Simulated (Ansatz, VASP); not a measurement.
**Hg in VASP and in Ansatz**

Contents of POSCAR:

```
Hg
1.0
    1.8778599936      1.0841829728      2.1547276236
   -1.8778599936      1.0841829728      2.1547276236
    0.0000000000     -2.1683659456      2.1547276235
Hg
1
Direct
    0.0000000000      0.0000000000      0.0000000000
```

Contents of INCAR.step1:

```
PREC     = Accurate       # precision mode
ENCUT    = 520            # plane-wave cutoff, eV
ISMEAR   = -1             # smearing method
SIGMA    = 0.1            # smearing width, eV
LREAL    = False          # projectors in reciprocal space
LASPH    = True           # aspherical terms in the spheres
NELM     = 100            # most SCF steps
NBANDS   = 12             # bands
GGA      = PE             # functional
ALGO     = Normal         # electronic algorithm
EDIFF    = 1E-4           # SCF threshold, eV
LWAVE    = True           # write WAVECAR
LCHARG   = False          # write CHGCAR
```

The input INCAR.step2:

```
PREC     = Accurate       # precision mode
ENCUT    = 520            # plane-wave cutoff, eV
EDIFF    = 1E-6           # SCF threshold, eV
ISMEAR   = -1             # smearing method
SIGMA    = 0.1            # smearing width, eV
LREAL    = False          # projectors in reciprocal space
LASPH    = True           # aspherical terms in the spheres
NELM     = 100            # most SCF steps
ALGO     = Normal         # electronic algorithm
ISIF     = 2              # what is computed and relaxed
LWAVE    = False          # write WAVECAR
LCHARG   = True           # write CHGCAR
METAGGA  = R2SCAN         # meta-GGA
LMIXTAU  = True         
LELF     = True           # ELF
LVHAR    = True         
NBANDS   = 12             # bands
ISTART   = 1
```

File KPOINTS:

```
Automatic mesh
0
Gamma
  18 18 18
```

Input for Ansatz:

```yaml
crystal:
  lattice:
    - [1.8778599936, 1.0841829728, 2.1547276236]
    - [-1.8778599936, 1.0841829728, 2.1547276236]
    - [0.0, -2.1683659456, 2.1547276235]
  atoms:
    - { symbol: Hg, position: [0.0, 0.0, 0.0] }
hamiltonian:
  xc: r2scan
  pseudopotentials:
    kind: paw
    azcp:
      Hg: "pseudopotentials/Hg.paw.azcp"
basis:
  ecutwfc: 500
  fft_grid_basis: typed
kpoints:
  mp_grid: { grid: [18, 18, 18], shift: [0, 0, 0] }
magnetization:
  spin_polarized: false
scf:
  occupations: { method: fermi_dirac, width: 0.1 }
  lower_state_search: "off"
output:
  stress: true
```

Alike in both runs: task single point; functional r2SCAN; k mesh 18 × 18 × 18; occupations fermi-dirac, width 0.1 eV; no spin polarisation.

```csv
,VASP,Ansatz
version,VASP 6.6.1,Ansatz 0.2.0
potentials or method,"VASP PAW PBE potentials, release 64 (Hg), cutoff 520 eV","plane waves (500 eV) with PAW, scalar-relativistic"
valence electrons in the cell,12,20
```

```tsv
	VASP	Ansatz	Ansatz less VASP
pressure (GPa)	0.5	0.1	-0.36
traceless stress, the component that is largest in VASP (GPa)	-0.11	-0.25	-0.137
```

VASP's potentials were made for PBE, not for r2SCAN. VASP's potentials hold 12 valence electrons a cell and Ansatz's 20, so a difference there can come from the potentials and not from the codes.

Spin-orbit coupling is off throughout.
